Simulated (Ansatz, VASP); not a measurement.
## Two plane-wave programs on AlN

```
CELL_PARAMETERS angstrom
3.30144 0.00000 0.00000
-1.65072 2.85913 0.00000
0.00000 0.00000 4.22280
ATOMIC_POSITIONS crystal
Al 0.33333 0.66667 0.75000
Al 0.66667 0.33333 0.25000
N 0.33333 0.66667 0.25000
N 0.66667 0.33333 0.75000
```

Alike in both runs: task single point; functional PBEsol; k mesh 9 × 9 × 6; occupations gaussian, width 0.05 eV; no spin polarisation.

|  | VASP | Ansatz |
| --- | --- | --- |
| version | VASP 6.6.1 | Ansatz 0.2.0 |
| potentials or method | VASP PAW PBE potentials, release 64 (Al, N), cutoff 520 eV | scalar-relativistic, plane waves, PAW |
| valence electrons in the cell | 16 | 16 |

|  | VASP | Ansatz | Ansatz less VASP |
| --- | --- | --- | --- |
| gap on the k mesh at the Fermi level (eV) | 3.14 | 3.13 | -0.013 |
| least direct gap on the mesh (eV) | 3.14 | 3.13 | -0.013 |
| pressure (GPa) | -3.5 | -3.5 | 0.00 |
| traceless stress, the component that is largest in VASP (GPa) | -1.91 | -1.88 | +0.028 |

VASP's potentials were made for PBE, not for PBEsol, and Ansatz warns of the same on its side.
